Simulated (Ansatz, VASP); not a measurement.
One calculation of SrCl2, two programs

```
Sr Cl
1.0
     0.00000    3.76434    3.76434
     3.76434    0.00000    3.76434
     3.76434    3.76434    0.00000
Sr Cl
1 2
Cartesian
  0.0000 0.0000 0.0000
  1.8822 1.8822 1.8822
  5.6465 5.6465 5.6465
```

Change from the starting cell: strain +0.080 along x and y, +0.080 along z, atoms carried along.

Alike in both runs: task single point; functional LDA; k mesh 6 × 6 × 6; occupations gaussian, width 0.05 eV; no spin polarisation.

```csv
,VASP,Ansatz
version,VASP 6.6.1,Ansatz 0.2.0
potentials or method,"VASP PAW LDA potentials, release 64 (Sr_sv, Cl), cutoff 520 eV","scalar-relativistic, plane waves, PAW"
valence electrons in the cell,24,24
```

VASP gave:

```
gap on the k mesh at the Fermi level (eV) : 4.09
least direct gap on the mesh (eV)         : 4.36
pressure (GPa)                            : -6.7
```

What did Ansatz give for the same quantities?

gap on the k mesh at the Fermi level (eV): 4.08; least direct gap on the mesh (eV): 4.35; pressure (GPa): -6.7.

LDA's correlation is that of Perdew and Zunger in VASP and of Perdew and Wang (1992) in Ansatz.
